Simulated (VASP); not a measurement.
# Si in VASP: further runs, part 2 of 2

VASP 6.6.1.

## Step 4: Electric field gradients, LDA (20.42 Å³/atom)

This run uses another cell than the first one, of 20.42 Å³/atom.

File INCAR:

```
SYSTEM = Si
PREC     = Accurate       ! precision mode
ENCUT    = 520            ! plane-wave cutoff, eV
EDIFF    = 1E-8           ! SCF threshold, eV
ISMEAR   = -1             ! smearing method
SIGMA    = 0.08           ! smearing width, eV
LREAL    = .FALSE.        ! projectors in reciprocal space
LASPH    = .TRUE.         ! aspherical terms in the spheres
NELM     = 60             ! most SCF steps
ALGO     = Normal         ! electronic algorithm
ISIF     = 2              ! what is computed and relaxed
LWAVE    = .FALSE.        ! write WAVECAR
LCHARG   = .FALSE.        ! write CHGCAR
LEFG     = .TRUE.       
NBANDS   = 11             ! bands
```

File KPOINTS:

```
regular mesh
0
G
  12 12 12
  0 0 0
```

File POSCAR:

```
Si
1.0
    0.0000000000      2.7334537691      2.7334537691
    2.7334537691      0.0000000000      2.7334537691
    2.7334537691      2.7334537691      0.0000000000
Si
2
Direct
    0.5000000000      0.5000000000      0.5000000000
    0.7500000000      0.7500000000      0.7500000000
```

Potentials or basis: VASP PAW LDA potentials, release 64 (Si).

Launch:

```console
$ cat potpaw_LDA.64/Si/POTCAR > POTCAR
$ mpirun -np 1 vasp_std > vasp.out
```

OUTCAR:

```text
SYSTEM = Si
   PREC = Accurate
   ENCUT = 520
   EDIFF = 1E-8
   ISMEAR = -1
   LREAL = .FALSE.
   LASPH = .TRUE.
   NELM = 60
   ISIF = 2

 ion  position               nearest neighbor table
   1  0.500  0.500  0.500-   2 2.37   2 2.37   2 2.37   2 2.37
   2  0.750  0.750  0.750-   1 2.37   1 2.37   1 2.37   1 2.37

  LATTYP: Found a face centered cubic cell.
 ALAT       =     5.4669075382

  Lattice vectors:

 A1 = (   0.0000000000,   2.7334537691,   2.7334537691)
 A2 = (   2.7334537691,   0.0000000000,   2.7334537691)
 A3 = (   2.7334537691,   2.7334537691,   0.0000000000)

Analysis of symmetry for initial positions (statically):
=====================================================================
 Subroutine PRICEL returns:
 Original cell was already a primitive cell.

 Routine SETGRP: Setting up the symmetry group for a
 face centered cubic supercell.

[... 526 lines left out ...]
  volume of cell :       40.85
      direct lattice vectors                 reciprocal lattice vectors
     0.000000000  2.733453769  2.733453769    -0.182918770  0.182918770  0.182918770
     2.733453769  0.000000000  2.733453769     0.182918770 -0.182918770  0.182918770
     2.733453769  2.733453769  0.000000000     0.182918770  0.182918770 -0.182918770

 POSITION                                       TOTAL-FORCE (eV/Angst)
 -----------------------------------------------------------------------------------
      2.73345      2.73345      2.73345         0.000000      0.000000      0.000000
      4.10018      4.10018      4.10018        -0.000000     -0.000000     -0.000000
 -----------------------------------------------------------------------------------
    total drift:                                0.000000     -0.000000     -0.000000

  FREE ENERGIE OF THE ION-ELECTRON SYSTEM (eV)
  ---------------------------------------------------
  free  energy   TOTEN  =       -11.9054562797 eV

  energy  without entropy=      -11.9050477467  energy(sigma->0) =      -11.90525201

 Electric field gradients (V/A^2)
---------------------------------------------------------------------
 ion       V_xx      V_yy      V_zz      V_xy      V_xz      V_yz
---------------------------------------------------------------------
   1      -0.000    -0.000    -0.000     0.000     0.000     0.000
   2      -0.000    -0.000    -0.000     0.000     0.000     0.000
---------------------------------------------------------------------

 Electric field gradients after diagonalization (V/A^2)
 (convention: |V_zz| > |V_xx| > |V_yy|)
----------------------------------------------------------------------
 ion       V_xx      V_yy      V_zz     asymmetry (V_yy - V_xx)/ V_zz
----------------------------------------------------------------------
   1      -0.000    -0.000     0.000       0.000
   2      -0.000    -0.000     0.000       0.000
----------------------------------------------------------------------

           NMR quadrupolar parameters

 Cq : quadrupolar parameter    Cq=e*Q*V_zz/h
 eta: asymmetry parameters     (V_yy - V_xx)/ V_zz
 Q  : nuclear electric quadrupole moment in mb (millibarn)
----------------------------------------------------------------------
 ion       Cq(MHz)       eta       Q (mb)
----------------------------------------------------------------------
   1       0.000       0.000       1.000
   2       0.000       0.000       1.000
----------------------------------------------------------------------
```

OSZICAR:

```text
N       E                     dE             d eps       ncg     rms          rms(c)
DAV:   1     0.745574310039E+01    0.74557E+01   -0.33146E+03  1584   0.590E+02
DAV:   2    -0.115527792339E+02   -0.19009E+02   -0.18294E+02  2106   0.852E+01
DAV:   3    -0.121482951255E+02   -0.59552E+00   -0.59415E+00  2020   0.136E+01
DAV:   4    -0.121531271171E+02   -0.48320E-02   -0.48315E-02  1896   0.153E+00
DAV:   5    -0.121531800450E+02   -0.52928E-04   -0.52927E-04  2024   0.151E-01    0.488E+00
DAV:   6    -0.119837617544E+02    0.16942E+00   -0.94327E-02  1824   0.121E+00    0.291E+00
DAV:   7    -0.119052652746E+02    0.78496E-01   -0.17176E-01  1836   0.169E+00    0.204E-01
DAV:   8    -0.119054757536E+02   -0.21048E-03   -0.74223E-03  1800   0.467E-01    0.789E-02
DAV:   9    -0.119054508201E+02    0.24934E-04   -0.20679E-04  1964   0.773E-02    0.613E-02
DAV:  10    -0.119054564389E+02   -0.56188E-05   -0.15639E-05  1854   0.232E-02    0.246E-02
DAV:  11    -0.119054562777E+02    0.16118E-06   -0.92936E-07  1853   0.499E-03    0.193E-03
DAV:  12    -0.119054562797E+02   -0.20059E-08   -0.23002E-08  1914   0.899E-04
   1 F= -.11905456E+02 E0= -.11905252E+02  d E =-.408533E-03
```

stdout:

```text
POSCAR found type information on POSCAR Si
 POSCAR found :  1 types and       2 ions
 scaLAPACK will be used
 LDA part: xc-table for (Slater(with rela. corr.)+CA(PZ))
 , standard interpolation
 POSCAR, INCAR and KPOINTS ok, starting setup
 FFT: planning ... GRIDC
 FFT: planning ... GRID_SOFT
 FFT: planning ... GRID
 WAVECAR not read
 entering main loop
ion   1

ion   2
```

Wall time 21 s (1 thread of AMD EPYC 7R13 (Zen 3), shared host); peak memory 0.12 GiB.

Results:

```
Free energy                             : -11.9055 eV
Pressure                                : -3.2 GPa
Band gap on the k mesh                  : 0.50 eV (least direct gap 2.52 eV)
Largest electric field gradient by atom : zero within the noise of the run
```

Levels at points of the mesh, in eV from the valence-band top:
| k point | band 1 | band 2 | band 3 | band 4 | band 5 | band 6 | band 7 | band 8 |
| --- | --- | --- | --- | --- | --- | --- | --- | --- |
| (0.00, 0.00, 0.00) | -11.82 | 0.00 | 0.00 | 0.00 | 2.52 | 2.52 | 2.52 | 2.98 |
| (0.50, 0.00, 0.00) | -9.53 | -6.90 | -1.18 | -1.18 | 1.36 | 3.30 | 3.30 | 7.49 |
| (0.50, 0.50, 0.00) | -7.75 | -7.75 | -2.80 | -2.80 | 0.64 | 0.64 | 9.81 | 9.81 |

Caveat: the cell stands under tension. A k mesh can miss the band edges.

## Step 5: Electric field gradients, LDA (equal xy, yz and zx shear strains of +2 %)

File INCAR:

```
SYSTEM = Si
  ALGO = Normal
  EDIFF = 1E-8
  ENCUT = 520
  GGA = CA
  ISIF = 2
  ISMEAR = -1
  LASPH = .TRUE.
  LCHARG = .FALSE.
  LEFG = .TRUE.
  LREAL = .FALSE.
  LWAVE = .FALSE.
  NBANDS = 11
  NELM = 80
  PREC = Accurate
  SIGMA = 0.08
```

File KPOINTS:

```
k-points
0
G
  12 12 12
  0 0 0
```

File POSCAR:

```
Si
1.0
    0.0543094000      2.7426247000      2.7426247000
    2.7426247000      0.0543094000      2.7426247000
    2.7426247000      2.7426247000      0.0543094000
Si
2
Direct
    0.5000000000      0.5000000000      0.5000000000
    0.7500000000      0.7500000000      0.7500000000
```

Potentials or basis: VASP PAW LDA potentials, release 64 (Si).

Launch:

```console
$ cat potpaw_LDA.64/Si/POTCAR > POTCAR
$ mpirun -np 1 vasp_std > vasp.out
```

OUTCAR:

```text
SYSTEM = Si
   EDIFF = 1E-8
   ENCUT = 520
   GGA = CA
   ISIF = 2
   ISMEAR = -1
   LASPH = .TRUE.
   LREAL = .FALSE.
   NELM = 80
   PREC = Accurate

 ion  position               nearest neighbor table
   1  0.500  0.500  0.500-   2 2.34   2 2.34   2 2.34   2 2.40
   2  0.750  0.750  0.750-   1 2.34   1 2.34   1 2.34   1 2.40

  LATTYP: Found a trigonal (rhomboedric) cell.
 ALAT       =     3.8790372518
 COS(alpha) =     0.5197000882

  Lattice vectors:

 A1 = (   0.0543094000,   2.7426247000,   2.7426247000)
 A2 = (   2.7426247000,   0.0543094000,   2.7426247000)
 A3 = (   2.7426247000,   2.7426247000,   0.0543094000)

Analysis of symmetry for initial positions (statically):
=====================================================================
 Subroutine PRICEL returns:
 Original cell was already a primitive cell.

 Routine SETGRP: Setting up the symmetry group for a
 trigonal (rhombohedral) supercell.

 Subroutine GETGRP returns: Found 12 space group operations
 (whereof  6 operations were pure point group operations)
 out of a pool of 12 trial point group operations.

The static configuration has the point symmetry C_3v.
 The point group associated with its full space group is D_3d.

Analysis of symmetry for dynamics (positions and initial velocities):
=====================================================================
 Subroutine PRICEL returns:
 Original cell was already a primitive cell.

 Routine SETGRP: Setting up the symmetry group for a
 trigonal (rhombohedral) supercell.

 Subroutine GETGRP returns: Found 12 space group operations
 (whereof  6 operations were pure point group operations)
 out of a pool of 12 trial point group operations.
[... 483 lines left out ...]
      3       2.7378      2.00000
      4       4.1244      2.00000
      5       7.7829      0.00000
      6       9.6935      0.00000
      7      10.0468      0.00000
      8      13.8909      0.00000
      9      13.9429      0.00000
     10      14.5684      0.00000
     11      16.8159      0.00000

 [... further k-points ...]

------------------------ aborting loop because EDIFF is reached ----------------------------------------

  FORCE on cell =-STRESS in cart. coord.  units (eV):
  Direction    XX          YY          ZZ          XY          YZ          ZX
  --------------------------------------------------------------------------------------
  -------------------------------------------------------------------------------------
  Total       -0.3314446     -0.3314446     -0.3314446     -0.4839891     -0.4839891     -0.4839891
  in kB      -13.2643489    -13.2643489    -13.2643489    -19.3691522    -19.3691522    -19.3691522
  external PRESSURE =     -13.2643489 kB  Pullay stress =       0.0000000 kB

 VOLUME and BASIS-vectors are now :
 -----------------------------------------------------------------------------
  energy-cutoff  :      520.00
  volume of cell :       40.03
      direct lattice vectors                 reciprocal lattice vectors
     0.054309400  2.742624700  2.742624700    -0.187813521  0.184166656  0.184166656
     2.742624700  0.054309400  2.742624700     0.184166656 -0.187813521  0.184166656
     2.742624700  2.742624700  0.054309400     0.184166656  0.184166656 -0.187813521

 POSITION                                       TOTAL-FORCE (eV/Angst)
 -----------------------------------------------------------------------------------
      2.76978      2.76978      2.76978         0.167793      0.167793      0.167793
      4.15467      4.15467      4.15467        -0.167793     -0.167793     -0.167793
 -----------------------------------------------------------------------------------
    total drift:                                0.000000     -0.000000     -0.000000

  FREE ENERGIE OF THE ION-ELECTRON SYSTEM (eV)
  ---------------------------------------------------
  free  energy   TOTEN  =       -11.9025245430 eV

  energy  without entropy=      -11.9019680268  energy(sigma->0) =      -11.90224628

 Electric field gradients (V/A^2)
---------------------------------------------------------------------
 ion       V_xx      V_yy      V_zz      V_xy      V_xz      V_yz
---------------------------------------------------------------------
   1      -0.000     0.000     0.000     4.090     4.090     4.090
   2      -0.000     0.000    -0.000     4.090     4.090     4.090
---------------------------------------------------------------------

 Electric field gradients after diagonalization (V/A^2)
 (convention: |V_zz| > |V_xx| > |V_yy|)
----------------------------------------------------------------------
 ion       V_xx      V_yy      V_zz     asymmetry (V_yy - V_xx)/ V_zz
----------------------------------------------------------------------
   1      -4.090    -4.090     8.180       0.000
   2      -4.090    -4.090     8.180       0.000
----------------------------------------------------------------------

           NMR quadrupolar parameters

 Cq : quadrupolar parameter    Cq=e*Q*V_zz/h
 eta: asymmetry parameters     (V_yy - V_xx)/ V_zz
 Q  : nuclear electric quadrupole moment in mb (millibarn)
----------------------------------------------------------------------
 ion       Cq(MHz)       eta       Q (mb)
----------------------------------------------------------------------
   1       0.020       0.000       1.000
   2       0.020       0.000       1.000
----------------------------------------------------------------------
```

OSZICAR:

```text
N       E                     dE             d eps       ncg     rms          rms(c)
DAV:   1     0.769290955898E+01    0.76929E+01   -0.33187E+03  4166   0.590E+02
DAV:   2    -0.115654190784E+02   -0.19258E+02   -0.18389E+02  5546   0.872E+01
DAV:   3    -0.121618606681E+02   -0.59644E+00   -0.59481E+00  5323   0.136E+01
DAV:   4    -0.121667201310E+02   -0.48595E-02   -0.48589E-02  5066   0.155E+00
DAV:   5    -0.121667715584E+02   -0.51427E-04   -0.51426E-04  5307   0.147E-01    0.502E+00
DAV:   6    -0.119846735428E+02    0.18210E+00   -0.10565E-01  4816   0.130E+00    0.299E+00
DAV:   7    -0.119023863208E+02    0.82287E-01   -0.18740E-01  4842   0.178E+00    0.235E-01
DAV:   8    -0.119025534450E+02   -0.16712E-03   -0.86972E-03  4767   0.521E-01    0.988E-02
DAV:   9    -0.119025183129E+02    0.35132E-04   -0.29236E-04  5125   0.922E-02    0.653E-02
DAV:  10    -0.119025246452E+02   -0.63324E-05   -0.20084E-05  4883   0.264E-02    0.699E-03
DAV:  11    -0.119025245493E+02    0.95960E-07   -0.22294E-06  4923   0.742E-03    0.439E-03
DAV:  12    -0.119025245304E+02    0.18920E-07   -0.14317E-07  4966   0.217E-03    0.249E-03
DAV:  13    -0.119025245430E+02   -0.12661E-07   -0.95613E-09  4646   0.590E-04    0.690E-04
DAV:  14    -0.119025245430E+02    0.14779E-11   -0.71493E-10  2643   0.125E-04
   1 F= -.11902525E+02 E0= -.11902246E+02  d E =-.556516E-03
```

stdout:

```text
POSCAR found type information on POSCAR Si
 POSCAR found :  1 types and       2 ions
 scaLAPACK will be used
 LDA part: xc-table for (Slater(with rela. corr.)+CA(PZ))
 , standard interpolation
 POSCAR, INCAR and KPOINTS ok, starting setup
 FFT: planning ... GRIDC
 FFT: planning ... GRID_SOFT
 FFT: planning ... GRID
 WAVECAR not read
 entering main loop
ion   1

ion   2
```

It took 2.1 min on 1 thread of AMD EPYC 7R13, shared host; peak memory 0.16 GiB.

What came out:

- Free energy: -11.9025 eV
- Pressure: -1.3 GPa
- Largest force: 0.291 eV/Å
- Band gap on the k mesh: 0.43 eV (least direct gap 2.09 eV)
- Largest electric field gradient by atom: Si +8.2 V/Å²

Forces in eV/Å, atoms in the order of the input:
```
Si   0.168  0.168  0.168
Si  -0.168 -0.168 -0.168
```

Stress tensor (GPa, compression positive):
```
-1.33 -1.94 -1.94
-1.94 -1.33 -1.94
-1.94 -1.94 -1.33
```

Electric field gradients, principal values (V/Å²):
| atom | least | middle | greatest (by size) |
| --- | --- | --- | --- |
| 1 Si | -4.090 | -4.090 | 8.180 |
| 2 Si | -4.090 | -4.090 | 8.180 |

Caveat: the cell differs from its parent crystal (equal xy, yz and zx shear strains of +2 %); without QUAD_EFG the Cq values of the log hold for a quadrupole moment of 1 mb, not for the nuclei. A k mesh can miss the band edges.

## Step 6: The runs side by side

| cell | gap on the mesh (eV) | pressure (GPa) |
| --- | --- | --- |
| a = 3.891 Å, angles 60.0°, 2 atoms | 0.53 | -4.7 |
| a = 3.866 Å, angles 60.0°, 2 atoms | 0.50 | -3.2 |
| a = 3.879 Å, angles 58.7°, 2 atoms | 0.43 | -1.3 |

Alike in all rows: task electric field gradients; level LDA; potentials or basis VASP PAW LDA potentials, release 64 (Si); no spin polarisation; k mesh 12 × 12 × 12; cutoff (eV) 520; smearing fermi-dirac 0.08 eV.

Caveats: the cell stands under tension (at least some runs).

Total energies depend on the potentials used, so only differences within one code and one set of settings carry meaning.
